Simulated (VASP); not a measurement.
# Li4Nb4O11 (a cell with a defect) in VASP: a series of runs, part 2 of 2

VASP 6.6.1. Earlier steps stand in the parts before.

## Step 4: Single point, PBE

The input, INCAR:

```
ALGO     = Normal         # electronic algorithm
EDIFF    = 1E-6           # SCF threshold, eV
ENCUT    = 520            # plane-wave cutoff, eV
GGA      = PE             # functional
ISIF     = 2              # what is computed and relaxed
ISMEAR   = 0              # smearing method
LASPH    = True           # aspherical terms in the spheres
LCHARG   = True           # write CHGCAR
LELF     = True           # ELF
LREAL    = Auto         
LVHAR    = True         
LWAVE    = False          # write WAVECAR
NBANDS   = 80             # bands
NELECT   = 128.0        
NELM     = 100            # most SCF steps
PREC     = Accurate       # precision mode
SIGMA    = 0.05           # smearing width, eV
```

The input, KPOINTS:

```
k-points
0
Gamma
  4 4 4
```

The input, POSCAR:

```
Li4Nb4O11
1.0
    5.2231019317      0.0000000000      0.0000000000
    0.0000000000      3.0155593063     -4.5984613597
    0.0000000000      6.0311186126      4.5984613597
Li Nb O
4 4 11
Direct
    0.0000000000      0.5000000000      0.2500000000
    0.5000000000      0.0000000000      0.7500000000
    0.0000000000      0.5000000000      0.7500000000
    0.5000000000      0.0000000000      0.2500000000
    0.5000000000      0.5000000000      0.5000000000
    0.0000000000      0.0000000000      0.0000000000
    0.0000000000      0.0000000000      0.5000000000
    0.5000000000      0.5000000000      0.0000000000
    0.8803293659      0.0000000000      0.2500000000
    0.3803293659      0.5000000000      0.7500000000
    0.8098353170      0.6901646830      0.9401646830
    0.8098353170      0.3098353170      0.5598353170
    0.3098353170      0.8098353170      0.0598353170
    0.1196706341      0.0000000000      0.7500000000
    0.6196706341      0.5000000000      0.2500000000
    0.6901646830      0.8098353170      0.5598353170
    0.1901646830      0.3098353170      0.0598353170
    0.3507679706      0.7869465283      0.4401646830
    0.6901646830      0.1901646830      0.9401646830
```

Potentials or basis: VASP PAW PBE potentials, release 64 (Li_sv, Nb_sv, O).

Started as:

```console
> cat potpaw_PBE.64/Li_sv/POTCAR potpaw_PBE.64/Nb_sv/POTCAR potpaw_PBE.64/O/POTCAR > POTCAR
> mpirun -np 1 vasp_std > vasp.out
```

OUTCAR:

```text
EDIFF = 1E-6
   ENCUT = 520
   GGA = PE
   ISIF = 2
   ISMEAR = 0
   LASPH = True
   LREAL = Auto
   NELECT = 128.0
   NELM = 100
   PREC = Accurate

 ion  position               nearest neighbor table
   1  0.000  0.500  0.250-  15 1.99  17 1.99
   2  0.500  0.000  0.750-  14 1.99  16 1.99  19 1.99
   3  0.000  0.500  0.750-  10 1.99  11 1.99  12 1.99
   4  0.500  0.000  0.250-   9 1.99  13 1.99  18 2.07
[... 2149 lines left out ...]
  -------------------------------------------------------------------------------------
  Total      -19.5863552    -19.0760548    -24.6486891      3.0467287     -0.8748689      1.6471139
  in kB     -144.4222267   -140.6594687   -181.7499240     22.4654023     -6.4509460     12.1451822
  external PRESSURE =    -155.6105398 kB  Pullay stress =       0.0000000 kB

 VOLUME and BASIS-vectors are now :
 -----------------------------------------------------------------------------
  energy-cutoff  :      520.00
  volume of cell :      217.29
      direct lattice vectors                 reciprocal lattice vectors
     5.223101932  0.000000000  0.000000000     0.191457110  0.000000000  0.000000000
     0.000000000  3.015559306 -4.598461360     0.000000000  0.110537814 -0.144976029
     0.000000000  6.031118613  4.598461360     0.000000000  0.110537814  0.072488014

 POSITION                                       TOTAL-FORCE (eV/Angst)
 -----------------------------------------------------------------------------------
      0.00000      3.01556     -1.14962        -0.391115     -0.753135     -0.655204
      2.61155      4.52334      3.44885         0.096099      0.492729      0.521516
      0.00000      6.03112      1.14962        -0.171038      0.621371      0.415915
      2.61155      1.50778      1.14962         0.299561     -1.082284     -0.071832
      2.61155      4.52334      0.00000         2.392999      1.663307     -1.277252
      0.00000      0.00000      0.00000        -0.149504     -0.519024     -0.151226
[... 11 lines left out ...]
      1.83210      5.02777     -1.59466        -6.109841      0.057681     -2.172419
      3.60480      6.24370      3.44885         0.127587      0.057013     -0.012865
 -----------------------------------------------------------------------------------
    total drift:                                0.000338      0.003505     -0.003830

  FREE ENERGIE OF THE ION-ELECTRON SYSTEM (eV)
  ---------------------------------------------------
  free  energy   TOTEN  =      -157.4962003940 eV

  energy  without entropy=     -157.4962003940  energy(sigma->0) =     -157.49620039
```

OSZICAR:

```text
N       E                     dE             d eps       ncg     rms          rms(c)
DAV:   1     0.148019095515E+04    0.14802E+04   -0.67712E+04  5760   0.168E+03
DAV:   2    -0.290743386371E+02   -0.15093E+04   -0.14387E+04  7056   0.601E+02
DAV:   3    -0.182522173111E+03   -0.15345E+03   -0.15188E+03  8464   0.175E+02
DAV:   4    -0.194563951073E+03   -0.12042E+02   -0.12001E+02 10448   0.450E+01
DAV:   5    -0.195629637917E+03   -0.10657E+01   -0.10647E+01  9240   0.960E+00    0.368E+01
DAV:   6    -0.158950614635E+03    0.36679E+02   -0.17903E+02  8128   0.575E+01    0.157E+01
DAV:   7    -0.157994194164E+03    0.95642E+00   -0.21171E+01  8720   0.209E+01    0.756E+00
DAV:   8    -0.157561419011E+03    0.43278E+00   -0.26240E+00  9424   0.749E+00    0.483E+00
DAV:   9    -0.157487844354E+03    0.73575E-01   -0.73033E-01  7280   0.389E+00    0.140E+00
DAV:  10    -0.157497188376E+03   -0.93440E-02   -0.15229E-01  8736   0.184E+00    0.808E-01
DAV:  11    -0.157496103841E+03    0.10845E-02   -0.21953E-02  8768   0.768E-01    0.396E-01
DAV:  12    -0.157496017665E+03    0.86176E-04   -0.75633E-03  7600   0.432E-01    0.980E-02
DAV:  13    -0.157496178710E+03   -0.16105E-03   -0.11712E-03  9808   0.171E-01    0.659E-02
DAV:  14    -0.157496190199E+03   -0.11488E-04   -0.22500E-04  8112   0.711E-02    0.220E-02
DAV:  15    -0.157496199764E+03   -0.95657E-05   -0.47306E-05  7120   0.388E-02    0.990E-03
DAV:  16    -0.157496200394E+03   -0.62954E-06   -0.65086E-06  7528   0.115E-02
   1 F= -.15749620E+03 E0= -.15749620E+03  d E =-.250102E-25
```

It took 33 min on 1 thread of Intel Xeon 8259CL, shared host; peak memory 0.54 GiB.

Results:

| Quantity | Value |
| --- | --- |
| Free energy | -157.4962 eV |
| Largest force | 6.485 eV/Å |

Forces in eV/Å, atoms in the order of the input:
```
Li  -0.391 -0.753 -0.655
Li   0.096  0.493  0.522
Li  -0.171  0.621  0.416
Li   0.300 -1.082 -0.072
Nb   2.393  1.663 -1.277
Nb  -0.150 -0.519 -0.151
Nb  -3.129  0.342  2.726
Nb   0.422  0.226  0.005
O    0.995  1.751  1.417
O   -0.291 -2.427 -1.139
O   -0.141  0.113 -0.054
O    0.991 -0.702 -0.221
O   -0.107 -0.028  0.088
O    0.016 -1.676 -1.573
O   -0.268  0.362  1.996
O    5.397  1.140 -0.158
O    0.019  0.362  0.316
O   -6.110  0.058 -2.172
O    0.128  0.057 -0.013
```

Caveat: the cell carries a net charge on a neutralising background, which shifts energy and pressure; the cell differs from its parent crystal (atoms taken out, atom 18 moved 0.250 of the way to it and +0.700 Å across, host rigid); the cell is charged against a uniform background, so pressure and absolute levels hang on convention; the cutoff is under 1.25 times the usual one of these potentials, so pressure, stress and relaxed cells hold a basis-set (Pulay) error.

## Step 5: Single point, PBE

The input, INCAR:

```
SYSTEM = Li4Nb4O11
PREC     = Accurate       ! precision mode
ENCUT    = 520            ! plane-wave cutoff, eV
EDIFF    = 1E-6           ! SCF threshold, eV
ISMEAR   = 0              ! smearing method
SIGMA    = 0.05           ! smearing width, eV
LREAL    = Auto         
LASPH    = .True.         ! aspherical terms in the spheres
NELM     = 100            ! most SCF steps
ALGO     = Normal         ! electronic algorithm
ISIF     = 2              ! what is computed and relaxed
LWAVE    = .False.        ! write WAVECAR
LCHARG   = .True.         ! write CHGCAR
GGA      = PE             ! functional
LELF     = .True.         ! ELF
LVHAR    = .True.       
NELECT   = 128.0        
NBANDS   = 80             ! bands
```

The input, KPOINTS:

```
regular mesh
0
Gamma
  4 4 4
  0 0 0
```

POSCAR, as its differences from that of step 4:

```diff
@@ -25,3 +25,3 @@
     0.1901646830      0.3098353170      0.0598353170
-    0.3507679706      0.7869465283      0.4401646830
+    0.3003839853      0.8635556056      0.4401646830
     0.6901646830      0.1901646830      0.9401646830
```

Started as:

```console
> cat potpaw_PBE.64/Li_sv/POTCAR potpaw_PBE.64/Nb_sv/POTCAR potpaw_PBE.64/O/POTCAR > POTCAR
> mpirun -np 1 vasp_std > vasp.out
```

Wall time 39 min (1 thread of Intel Xeon 8259CL, shared host); peak memory 0.53 GiB.

The run converged. Its results:

```yaml
Free_energy: -158.2767 eV
Largest_force: 6.315 eV/Å
```

Forces on the atoms (eV/Å):
```
Li  -0.491 -0.882 -0.767
Li  -0.034  0.410  0.465
Li  -0.282  0.703  0.479
Li   0.255 -0.974 -0.126
Nb   4.862  3.286 -2.334
Nb  -0.094 -0.532 -0.062
Nb  -3.961  0.619  1.683
Nb   0.360  0.045 -0.183
O    0.292  1.282  0.766
O   -0.354 -2.972 -1.734
O   -0.301  0.011  0.138
O   -1.101  0.325 -1.894
O    0.052 -0.257  0.263
O   -0.298 -0.553 -0.828
O   -1.041  1.696  2.129
O    1.574 -1.040  1.563
O    0.144  0.543  0.163
O    0.581 -1.970  0.581
O   -0.163  0.262 -0.304
```

Levels at points of the mesh, in eV from the Fermi level:
```csv
k point,band 61,band 62,band 63,band 64,band 65,band 66,band 67,band 68
"(0.00, 0.00, 0.00)",-0.78,-0.45,-0.40,-0.32,0.76,1.26,1.43,1.67
"(0.50, 0.00, 0.00)",-0.98,-0.80,-0.42,-0.32,0.26,1.43,1.73,1.90
"(0.00, 0.50, 0.00)",-1.05,-0.81,-0.43,-0.38,0.94,1.48,1.56,2.12
"(0.50, 0.50, 0.00)",-0.98,-0.90,-0.83,-0.79,0.62,1.24,1.41,1.61
"(0.00, 0.00, 0.50)",-0.82,-0.44,-0.37,-0.27,0.69,1.30,1.90,2.21
"(0.50, 0.00, 0.50)",-0.75,-0.56,-0.41,-0.31,0.22,1.70,1.87,2.12
"(0.00, 0.50, 0.50)",-0.80,-0.58,-0.42,-0.38,0.98,1.52,1.87,2.21
"(0.50, 0.50, 0.50)",-0.97,-0.92,-0.87,-0.73,0.57,1.29,1.93,2.15
```

Caveat: the cell carries a net charge on a neutralising background, which shifts energy and pressure; the cell differs from its parent crystal (atoms taken out, atom 18 moved 0.375 of the way to it and +0.350 Å across, host rigid); the cell is charged against a uniform background, so pressure and absolute levels hang on convention; the cutoff is under 1.25 times the usual one of these potentials, so pressure, stress and relaxed cells hold a basis-set (Pulay) error.

## Step 6: Single point, PBE

The input, INCAR:

```
SYSTEM = Li4Nb4O11
ALGO = Normal
EDIFF = 1E-7
ENCUT = 520
GGA = PE
ISIF = 2
ISMEAR = 0
LASPH = .TRUE.
LCHARG = .FALSE.
LREAL = Auto
LWAVE = .FALSE.
NBANDS = 80
NELECT = 128.0
NELM = 60
PREC = Accurate
SIGMA = 0.05
```

The input, KPOINTS:

```
k-points
0
G
  4 4 4
  0 0 0
```

POSCAR, as its differences from that of step 5:

```diff
@@ -25,3 +25,3 @@
     0.1901646830      0.3098353170      0.0598353170
-    0.3003839853      0.8635556056      0.4401646830
+    0.1901646830      0.6901646830      0.4401646830
     0.6901646830      0.1901646830      0.9401646830
```

Potentials or basis: VASP PAW PBE potentials, release 64 (Li_sv, Nb_sv, O).

Started as:

```console
> cat potpaw_PBE.64/Li_sv/POTCAR potpaw_PBE.64/Nb_sv/POTCAR potpaw_PBE.64/O/POTCAR > POTCAR
> mpirun -np 1 vasp_std > vasp.out
```

It took 38 min on 1 thread of Intel Xeon 8259CL, shared host; peak memory 0.53 GiB.

The run converged. Its results:

```yaml
Free_energy: -159.1983 eV
Largest_force: 4.704 eV/Å
```

Forces on the atoms (eV/Å):
```
Li  -0.222 -0.411 -0.566
Li   0.174  0.606  0.577
Li  -0.093  0.480  0.236
Li   0.481 -1.258 -0.268
Nb   2.469  2.940 -2.719
Nb  -0.159 -0.256 -0.039
Nb  -3.643 -0.583  2.863
Nb   0.232 -0.114 -0.135
O    0.769  1.817  0.887
O   -0.004 -2.230 -0.926
O   -0.143  0.115 -0.084
O   -0.111 -0.796 -0.046
O   -0.006  0.109  0.076
O    0.232 -1.740 -1.721
O   -0.685  1.305  1.847
O    0.163 -0.444 -0.134
O    0.105  0.190  0.304
O    0.374  0.147 -0.118
O    0.067  0.125 -0.036
```

Levels at points of the mesh, in eV from the Fermi level:
```
           k point  band 60  band 61  band 62  band 63  band 64  band 65  band 66  band 67  band 68  band 69
(0.00, 0.00, 0.00)    -0.96    -0.91    -0.45    -0.40    -0.32     0.26     0.96     1.57     1.73     2.11
(0.50, 0.00, 0.00)    -1.16    -1.01    -0.82    -0.39    -0.32     1.25     1.56     1.81     2.10     2.58
(0.00, 0.50, 0.00)    -1.15    -1.04    -0.92    -0.42    -0.38     1.23     1.61     1.82     2.22     2.64
(0.50, 0.50, 0.00)    -1.06    -1.02    -0.93    -0.84    -0.83     0.65     1.22     1.55     1.65     2.15
(0.00, 0.00, 0.50)    -0.99    -0.94    -0.43    -0.35    -0.27     0.22     0.97     2.18     2.36     2.42
(0.50, 0.00, 0.50)    -0.86    -0.76    -0.68    -0.39    -0.31     1.11     1.81     1.98     2.26     2.73
(0.00, 0.50, 0.50)    -0.89    -0.82    -0.74    -0.41    -0.37     1.08     1.77     2.10     2.36     2.76
(0.50, 0.50, 0.50)    -1.16    -0.98    -0.95    -0.91    -0.81     0.67     1.21     2.16     2.29     2.39
```

Caveat: the cell carries a net charge on a neutralising background, which shifts energy and pressure; the cell is charged against a uniform background, so pressure and absolute levels hang on convention; the cutoff is under 1.25 times the usual one of these potentials, so pressure, stress and relaxed cells hold a basis-set (Pulay) error.
